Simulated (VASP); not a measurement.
# RbBr (I-4m2) in VASP: notebook

Aim: see how the results for RbBr move with the level of theory and the settings. Levels: r2SCAN, HSE06. Tasks: single point.

Everything below comes from runs of VASP 6.6.1. Logs are shortened: lines on timing, memory, paths and dates and some standing lists are left out, and cuts for length are marked.

## Step 1: The cell of the first run

Symmetry: I-4m2, No. 119, tetragonal system. Conventional cell: a = 5.551 Å, b = 5.551 Å, c = 7.514 Å, α = 90.00°, β = 90.00°, γ = 90.00°. Rb (site symmetry -4m2) has 4 Br at 3.35 Å within 4.4 Å. Within 4.4 Å of Br (site symmetry -4m2) lie 4 Rb at 3.35 Å.

## Step 2: Single point, r2SCAN (epitaxial xy strain +1.4%)

Input file POSCAR:

```
RbBr
1.0
    0.0000000000      3.9248305739      3.7571620154
    3.9248305739      0.0000000000      3.7571620154
    3.9248305739      3.9248305739      0.0000000000
Rb Br
1 1
Direct
    0.0000000000      0.0000000000      0.0000000000
    0.2500000000      0.2500000000      0.2500000000
```

Input file INCAR.step1:

```
SYSTEM = RbBr
PREC     = Accurate       ! precision mode
ENCUT    = 520            ! plane-wave cutoff, eV
ISMEAR   = 0              ! smearing method
SIGMA    = 0.01           ! smearing width, eV
LREAL    = .FALSE.        ! projectors in reciprocal space
LASPH    = .TRUE.         ! aspherical terms in the spheres
NELM     = 80             ! most SCF steps
NBANDS   = 15             ! bands
GGA      = PE             ! functional
ALGO     = Normal         ! electronic algorithm
EDIFF    = 1E-4           ! SCF threshold, eV
LWAVE    = .TRUE.         ! write WAVECAR
LCHARG   = .FALSE.        ! write CHGCAR
```

Input file INCAR.step2:

```
SYSTEM = RbBr
PREC     = Accurate       ! precision mode
ENCUT    = 520            ! plane-wave cutoff, eV
EDIFF    = 1E-7           ! SCF threshold, eV
ISMEAR   = 0              ! smearing method
SIGMA    = 0.01           ! smearing width, eV
LREAL    = .FALSE.        ! projectors in reciprocal space
LASPH    = .TRUE.         ! aspherical terms in the spheres
NELM     = 80             ! most SCF steps
ALGO     = Normal         ! electronic algorithm
ISIF     = 2              ! what is computed and relaxed
LWAVE    = .FALSE.        ! write WAVECAR
LCHARG   = .TRUE.         ! write CHGCAR
METAGGA  = R2SCAN         ! meta-GGA
LMIXTAU  = .TRUE.       
LELF     = .TRUE.         ! ELF
LVHAR    = .TRUE.       
NBANDS   = 15             ! bands
ISTART   = 1
```

Input file KPOINTS:

```
Automatic mesh
0
G
  6 6 6
  0 0 0
```

Potentials or basis: VASP PAW PBE potentials, release 64 (Rb_sv, Br).

Started as:

```sh
$ cat potpaw_PBE.64/Rb_sv/POTCAR potpaw_PBE.64/Br/POTCAR > POTCAR
$ cp INCAR.step1 INCAR
$ mpirun -np 1 vasp_std > vasp.out
$ cp INCAR.step2 INCAR
$ mpirun -np 1 vasp_std > vasp.out
```

OUTCAR:

```text
SYSTEM = RbBr
   PREC = Accurate
   ENCUT = 520
   EDIFF = 1E-7
   ISMEAR = 0
   LREAL = .FALSE.
   LASPH = .TRUE.
   NELM = 80
   ISIF = 2
   METAGGA = R2SCAN
   ISTART = 1

 ion  position               nearest neighbor table
   1  0.000  0.000  0.000-   2 3.35   2 3.35   2 3.35   2 3.35
   2  0.250  0.250  0.250-   1 3.35   1 3.35   1 3.35   1 3.35

  LATTYP: Found a body centered tetragonal cell.
 ALAT       =     5.5505486276
 C/A-ratio  =     1.3537984324

  Lattice vectors:

 A1 = (   0.0000000000,  -3.9248305739,  -3.7571620154)
 A2 = (   0.0000000000,   3.9248305739,  -3.7571620154)
 A3 = (   3.9248305739,   0.0000000000,   3.7571620154)

Analysis of symmetry for initial positions (statically):
=====================================================================
 Subroutine PRICEL returns:
 Original cell was already a primitive cell.

 Routine SETGRP: Setting up the symmetry group for a
 body centered tetragonal supercell.

 Subroutine GETGRP returns: Found  8 space group operations
 (whereof  8 operations were pure point group operations)
 out of a pool of 16 trial point group operations.

The static configuration has the point symmetry D_2d.

Analysis of symmetry for dynamics (positions and initial velocities):
=====================================================================
 Subroutine PRICEL returns:
 Original cell was already a primitive cell.

 Routine SETGRP: Setting up the symmetry group for a
 body centered tetragonal supercell.

 Subroutine GETGRP returns: Found  8 space group operations
 (whereof  8 operations were pure point group operations)
 out of a pool of 16 trial point group operations.

The dynamic configuration has the point symmetry D_2d.

 Subroutine INISYM returns: Found  8 space group operations
 (whereof  8 operations are pure point group operations),
 and found     1 'primitive' translations

----------------------------------------------------------------------------------------

                                     Primitive cell

  volume of cell :     115.7529

  direct lattice vectors                    reciprocal lattice vectors
     0.000000000  3.924830574  3.757162015    -0.127394034  0.127394034  0.133079169
     3.924830574  0.000000000  3.757162015     0.127394034 -0.127394034  0.133079169
     3.924830574  3.924830574  0.000000000     0.127394034  0.127394034 -0.133079169

  length of vectors
     5.433282750  5.433282750  5.550548628     0.223983359  0.223983359  0.223983359

  position of ions in fractional coordinates (direct lattice)
     0.000000000  0.000000000  0.000000000
     0.250000000  0.250000000  0.250000000

  ion indices of the primitive-cell ions
   primitive index   ion index
                 1           1
                 2           2

----------------------------------------------------------------------------------------

 KPOINTS: Automatic mesh

Automatic generation of k-mesh.
 Grid dimensions read from file:
 generate k-points for:    6    6    6

 Generating k-lattice:

  Cartesian coordinates                     Fractional coordinates (reciprocal lattice)
    -0.021232339  0.021232339  0.022179862     0.166666667  0.000000000  0.000000000
     0.021232339 -0.021232339  0.022179862     0.000000000  0.166666667  0.000000000
     0.021232339  0.021232339 -0.022179862     0.000000000  0.000000000  0.166666667

  Length of vectors
     0.037330560  0.037330560  0.037330560

  Shift w.r.t. Gamma in fractional coordinates (k-lattice)
     0.000000000  0.000000000  0.000000000

 Subroutine IBZKPT returns following result:
 ===========================================

 Found     30 irreducible k-points:

 Following reciprocal coordinates:
            Coordinates               Weight
  0.000000  0.000000  0.000000      1.000000
  0.166667  0.000000  0.000000      8.000000
  0.333333  0.000000  0.000000      8.000000
  0.500000  0.000000  0.000000      4.000000
  0.166667  0.166667  0.000000      2.000000
  0.333333  0.166667  0.000000      8.000000
[... 16 lines left out ...]
  0.333333  0.000000  0.333333      4.000000
  0.500000  0.000000  0.333333     16.000000
 [... further k-points ...]
   k-points           NKPTS =     30   k-points in BZ     NKDIM =     30   number of bands    NBANDS=     15
   number of dos      NEDOS =    301   number of ions     NIONS =      2
   total plane-waves  NPLWV =  67200
   dimension x,y,z NGX =    40 NGY =   40 NGZ =   42
   dimension x,y,z NGXF=    80 NGYF=   80 NGZF=   84
   ions per type =               1   1
   NGX,Y,Z   is equivalent  to a cutoff of  12.24, 12.24, 12.58 a.u.
   NGXF,Y,Z  is equivalent  to a cutoff of  24.48, 24.48, 25.16 a.u.
 SYSTEM =  RbBr
   PREC   = accura    normal or accurate (medium, high low for compatibility)
   ISTART =      1    job   : 0-new  1-cont  2-samecut
   ICHARG =      0    charge: 1-file 2-atom 10-const
   ISPIN  =      1    spin polarized calculation?
   LNONCOLLINEAR =      F non collinear calculations
   LSORBIT =      F    spin-orbit coupling
   LASPH  =      T    aspherical Exc in radial PAW
   ENCUT  =  520.0 eV  38.22 Ry    6.18 a.u.  10.10 10.10 10.32*2*pi/ulx,y,z
   NELM   =     80;   NELMIN=  2; NELMDL=  0     # of ELM steps
   EDIFF  = 0.1E-06   stopping-criterion for ELM
   LREAL  =      F    real-space projection
   EDIFFG = 0.1E-05   stopping-criterion for IOM
   NSW    =      0    number of steps for IOM
   IBRION =     -1    ionic relax: 0-MD 1-quasi-New 2-CG
   NFREE  =      0    steps in history (QN), initial steepest desc. (CG)
   ISIF   =      2    stress and relaxation
   ISYM   =      2    0-nonsym 1-usesym 2-fastsym
   POTIM  = 0.5000    time-step for ionic-motion
   TEBEG  =    0.0;   TEEND  =   0.0 temperature during run
   PSTRESS=    0.0 pullay stress
   NELECT =      16.0000    total number of electrons
   NUPDOWN=      -1.0000    fix difference up-down
   EMIN   =  10.00;   EMAX   =-10.00  energy-range for DOS
   EFERMI =   0.00;   METHOD = LEGACY
   ISMEAR =     0;   SIGMA  =   0.01  broadening in eV -4-tet -1-fermi 0-gaus
   EFERMI_NEDOS =   21; number of points for ismear=-14 and -15
   IALGO  =     38    algorithm
   IMIX   =      4    mixing-type and parameters
     AMIX     =   0.40;   BMIX     =  1.00
     AMIX_MAG =   1.60;   BMIX_MAG =  1.00
  volume/ion in A,a.u.               =      57.88       390.57
  Fermi-wavevector in a.u.,A,eV,Ry     =   0.846456  1.599569  9.748401  0.716487
  Thomas-Fermi vector in A             =   1.961806
   LORBIT       =      0    0 simple, 1 ext, 2 COOP (PROOUT), +10 PAW based schemes
   METAGGA = R2SCAN    functional components
   LHFCALC =     F    Hartree Fock is set to
   AEXX    =    0.0000 exact exchange contribution
   IVDW    =     0    specifies the selected vdW correction
   LEPSILON=     F    determine dielectric tensor
   LRPA    =     F    only Hartree local field effects (RPA)
 non-spin polarized calculation
 Gauss-broadening in eV      SIGMA  =   0.01
  energy-cutoff  :      520.00
  volume of cell :      115.75
 maximum number of plane-waves:      3138
   NGX = 21   NGY = 21   NGZ = 21

 number of electron      15.9999998 magnetization

 Free energy of the ion-electron system (eV)
  ---------------------------------------------------
  ext. energy  EPLUGINS =         0.00000000
  ---------------------------------------------------
  free energy    TOTEN  =       -30.87895827 eV

  energy without entropy =      -30.87895827  energy(sigma->0) =      -30.87895827

 E-fermi :  -3.2987     XC(G=0):  -5.9568

 val. band max:       -3.4292243261   @ k =   0.5000   0.0000   0.5000
 cond. band min:       1.2079635310   @ k =   0.0000   0.0000   0.0000
 fundamental gap:      4.6371878571
 Fermi energy:        -3.2986921803

 k-point     1 :       0.0000    0.0000    0.0000
  band No.  band energies     occupation
      1     -28.8059      2.00000
      2     -15.7432      2.00000
      3     -12.3667      2.00000
      4     -12.3602      2.00000
      5     -12.3601      2.00000
      6      -3.5282      2.00000
      7      -3.5281      2.00000
      8      -3.5168      2.00000
      9       1.2080      0.00000
     10       5.2952      0.00000
     11       5.5908      0.00000
     12       6.3197      0.00000
     13       6.3198      0.00000
     14       6.5632      0.00000
     15       7.4385      0.00000

 k-point     2 :       0.1667    0.0000    0.0000
  band No.  band energies     occupation
      1     -28.8053      2.00000
      2     -15.7545      2.00000
      3     -12.3682      2.00000
      4     -12.3637      2.00000
      5     -12.3486      2.00000
      6      -3.5891      2.00000
      7      -3.5189      2.00000
      8      -3.5063      2.00000
      9       1.5955      0.00000
     10       5.0549      0.00000
     11       5.2575      0.00000
     12       5.9647      0.00000
     13       6.6448      0.00000
     14       6.8537      0.00000
     15       7.0390      0.00000

 k-point     3 :       0.3333    0.0000    0.0000
  band No.  band energies     occupation
      1     -28.8042      2.00000
      2     -15.7768      2.00000
      3     -12.3734      2.00000
      4     -12.3707      2.00000
      5     -12.3244      2.00000
      6      -3.6860      2.00000
      7      -3.5012      2.00000
      8      -3.4807      2.00000
      9       2.4961      0.00000
     10       4.6847      0.00000
     11       4.9260      0.00000
     12       5.1042      0.00000
     13       6.4956      0.00000
     14       6.7729      0.00000
     15       6.8391      0.00000

 k-point     4 :       0.5000    0.0000    0.0000
  band No.  band energies     occupation
      1     -28.8036      2.00000
      2     -15.7878      2.00000
      3     -12.3761      2.00000
      4     -12.3742      2.00000
      5     -12.3128      2.00000
      6      -3.7220      2.00000
      7      -3.4927      2.00000
      8      -3.4683      2.00000
      9       3.5035      0.00000
     10       3.5245      0.00000
     11       4.9518      0.00000
     12       5.1230      0.00000
     13       6.4738      0.00000
     14       6.6298      0.00000
     15       7.1673      0.00000
[... 307 lines left out ...]
 k-point    22 :      -0.3333    0.5000    0.1667
  band No.  band energies     occupation
      1     -28.8027      2.00000
      2     -15.7990      2.00000
      3     -12.4027      2.00000
      4     -12.3913      2.00000
      5     -12.2703      2.00000
      6      -3.7195      2.00000
      7      -3.5366      2.00000
      8      -3.4510      2.00000
      9       3.0805      0.00000
     10       3.8534      0.00000
     11       5.8527      0.00000
     12       5.9312      0.00000
     13       6.1673      0.00000
     14       6.5153      0.00000
     15       7.3349      0.00000

 k-point    23 :       0.3333    0.0000    0.3333
  band No.  band energies     occupation
      1     -28.8037      2.00000
      2     -15.7895      2.00000
      3     -12.3904      2.00000
      4     -12.3790      2.00000
      5     -12.2870      2.00000
      6      -3.7640      2.00000
      7      -3.4679      2.00000
      8      -3.4451      2.00000
      9       2.7434      0.00000
     10       3.7445      0.00000
     11       5.3624      0.00000
     12       6.3472      0.00000
     13       6.4945      0.00000
     14       6.7155      0.00000
     15       7.4582      0.00000

 k-point    24 :       0.5000    0.0000    0.3333
  band No.  band energies     occupation
      1     -28.8031      2.00000
      2     -15.8002      2.00000
      3     -12.3992      2.00000
      4     -12.3850      2.00000
      5     -12.2669      2.00000
      6      -3.7665      2.00000
      7      -3.4807      2.00000
      8      -3.4422      2.00000
      9       3.0215      0.00000
     10       3.8119      0.00000
     11       5.2995      0.00000
     12       5.8891      0.00000
     13       6.7136      0.00000
     14       6.8460      0.00000
     15       6.9416      0.00000

 [... further k-points ...]

------------------------ aborting loop because EDIFF is reached ----------------------------------------

  FORCE on cell =-STRESS in cart. coord.  units (eV):
  Direction    XX          YY          ZZ          XY          YZ          ZX
  --------------------------------------------------------------------------------------
  -------------------------------------------------------------------------------------
  Total        0.0065140      0.0065140      0.0059881      0.0000000      0.0000000     -0.0000000
  in kB        0.0901622      0.0901622      0.0828838      0.0000000      0.0000000     -0.0000000
  external PRESSURE =       0.0877361 kB  Pullay stress =       0.0000000 kB

 VOLUME and BASIS-vectors are now :
 -----------------------------------------------------------------------------
  energy-cutoff  :      520.00
  volume of cell :      115.75
      direct lattice vectors                 reciprocal lattice vectors
     0.000000000  3.924830574  3.757162015    -0.127394034  0.127394034  0.133079169
     3.924830574  0.000000000  3.757162015     0.127394034 -0.127394034  0.133079169
     3.924830574  3.924830574  0.000000000     0.127394034  0.127394034 -0.133079169

 POSITION                                       TOTAL-FORCE (eV/Angst)
 -----------------------------------------------------------------------------------
      0.00000      0.00000      0.00000         0.000000      0.000000      0.000000
      1.96242      1.96242      1.87858        -0.000000     -0.000000     -0.000000
 -----------------------------------------------------------------------------------
    total drift:                                0.000000      0.000000      0.000000

  FREE ENERGIE OF THE ION-ELECTRON SYSTEM (eV)
  ---------------------------------------------------
  free  energy   TOTEN  =       -30.8789582723 eV

  energy  without entropy=      -30.8789582723  energy(sigma->0) =      -30.87895827
```

It took 6.1 min on 1 thread of Intel Xeon 8259CL, shared host; peak memory 0.3 GiB.

What came out:

* Free energy: -30.8790 eV
* Pressure: 0.0 GPa
* Band gap on the k mesh: 4.64 eV (least direct gap 4.72 eV)

Caveat: the cell differs from its parent crystal (epitaxial xy strain +1.4%); the PAW data sets were made with another functional, which shifts forces and pressure a little.

## Step 3: Single point, HSE06 (epitaxial xy strain +1.4%)

POSCAR is that of step 2.

Input file INCAR.step1:

```
SYSTEM = RbBr
ALGO     = Normal         ! electronic algorithm
EDIFF    = 1E-5           ! SCF threshold, eV
ENCUT    = 520            ! plane-wave cutoff, eV
GGA      = PE             ! functional
ISIF     = 2              ! what is computed and relaxed
ISMEAR   = 0              ! smearing method
LASPH    = .TRUE.         ! aspherical terms in the spheres
LCHARG   = .FALSE.        ! write CHGCAR
LREAL    = .FALSE.        ! projectors in reciprocal space
LWAVE    = .TRUE.         ! write WAVECAR
NBANDS   = 15             ! bands
NELM     = 60             ! most SCF steps
PREC     = Accurate       ! precision mode
SIGMA    = 0.01           ! smearing width, eV
```

Input file INCAR.step2:

```
SYSTEM = RbBr
ALGO     = Normal         ! electronic algorithm
EDIFF    = 1E-6           ! SCF threshold, eV
ENCUT    = 520            ! plane-wave cutoff, eV
GGA      = PE             ! functional
HFSCREEN = 0.2079         ! screening, 1/A
ISIF     = 2              ! what is computed and relaxed
ISMEAR   = 0              ! smearing method
ISTART   = 1            
LASPH    = .TRUE.         ! aspherical terms in the spheres
LCHARG   = .FALSE.        ! write CHGCAR
LHFCALC  = .TRUE.         ! exact exchange
LREAL    = .FALSE.        ! projectors in reciprocal space
LWAVE    = .FALSE.        ! write WAVECAR
NBANDS   = 15             ! bands
NELM     = 60             ! most SCF steps
PREC     = Accurate       ! precision mode
PRECFOCK = Normal       
SIGMA    = 0.01           ! smearing width, eV
```

Input file KPOINTS:

```
k-points
0
G
  4 4 4
  0 0 0
```

Potentials or basis: VASP PAW PBE potentials, release 64 (Rb_sv, Br).

Started as:

```sh
$ cat potpaw_PBE.64/Rb_sv/POTCAR potpaw_PBE.64/Br/POTCAR > POTCAR
$ cp INCAR.step1 INCAR
$ mpirun -np 1 vasp_std > vasp.out
$ cp INCAR.step2 INCAR
$ mpirun -np 1 vasp_std > vasp.out
```

Run time: 26 min. Hardware: 1 thread of Intel Xeon 8259CL, shared host; peak memory 0.37 GiB.

Results (log left out):

```
Free energy            : -6.8750 eV
Pressure               : 0.1 GPa
Band gap on the k mesh : 5.16 eV (least direct gap 5.25 eV)
```

Levels at points of the mesh, in eV from the valence-band top:
```tsv
k point	band 5	band 6	band 7	band 8	band 9	band 10	band 11	band 12
(0.00, 0.00, 0.00)	-9.22	-0.10	-0.10	-0.09	5.16	9.31	9.61	10.32
(0.50, 0.00, 0.00)	-9.17	-0.31	-0.07	-0.04	7.43	7.58	8.95	9.12
(0.50, 0.50, 0.00)	-9.14	-0.39	-0.03	-0.03	7.05	7.88	9.88	10.32
(0.50, 0.00, 0.50)	-9.12	-0.41	-0.01	0.00	6.98	7.84	9.68	10.24
```

Caveat: the cell differs from its parent crystal (epitaxial xy strain +1.4%); the PAW data sets were made with another functional, which shifts forces and pressure a little.
